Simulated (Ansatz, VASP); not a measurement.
**Ca: VASP beside Ansatz**

```
CELL_PARAMETERS angstrom
0.00000 4.20485 4.20485
4.20485 0.00000 4.20485
4.20485 4.20485 0.00000
ATOMIC_POSITIONS crystal
Ca 0.12500 0.12500 0.12500
Ca 0.87500 0.87500 0.87500
```

Alike in both runs: functional PBEsol; k mesh 7 × 7 × 7; occupations fermi-dirac, width 0.1 eV; no spin polarisation.

Ansatz relaxed the structure, and its values are those at the end. VASP's run is a single point on that final structure, the one shown.

|  | VASP | Ansatz |
| --- | --- | --- |
| version | VASP 6.6.1 | Ansatz 0.2.0 |
| potentials or method | VASP PAW PBE potentials, release 64 (Ca_sv), cutoff 520 eV | plane waves (420 eV) with PAW, scalar-relativistic |
| valence electrons in the cell | 20 | 20 |

```tsv
	VASP	Ansatz	Ansatz less VASP
pressure (GPa)	0.0	0.0	+0.01
```

VASP's potentials were made for PBE, not for PBEsol, and Ansatz warns of the same on its side.
